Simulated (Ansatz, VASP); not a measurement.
Two plane-wave programs on TePb4Se3

```
Te Pb Se
1.0
     6.31767    0.00000    0.00000
     0.00000    6.31767    0.00000
     0.00000    0.00000    6.31767
Te Pb Se
1 4 3
Direct
  0.50000 0.50000 0.50000
  0.00000 0.00000 0.00000
  0.50000 0.00000 0.50000
  0.00000 0.50000 0.50000
  0.50000 0.50000 0.00000
  0.00000 0.50000 0.00000
  0.50000 0.00000 0.00000
  0.00000 0.00000 0.50000
```

Alike in both runs: functional PBE; k mesh 6 × 6 × 6; occupations gaussian, width 0.01 eV; no spin polarisation.

Ansatz relaxed the structure, and its values are those at the end. VASP's run is a single point on that final structure, the one shown.

```csv
,VASP,Ansatz
version,VASP 6.6.1,Ansatz 0.2.0
potentials or method,"VASP PAW PBE potentials, release 64 (Te, Pb_d, Se), cutoff 520 eV","scalar-relativistic, plane waves, PAW"
valence electrons in the cell,80,120
```

|  | VASP | Ansatz | Ansatz less VASP |
| --- | --- | --- | --- |
| gap on the k mesh at the Fermi level (eV) | 0.30 | 0.30 | -0.003 |
| least direct gap on the mesh (eV) | 0.30 | 0.30 | -0.003 |
| pressure (GPa) | 0.0 | 0.0 | +0.02 |

VASP's potentials hold 80 valence electrons a cell and Ansatz's 120, so a difference there can come from the potentials and not from the codes.

Spin-orbit coupling is off throughout.
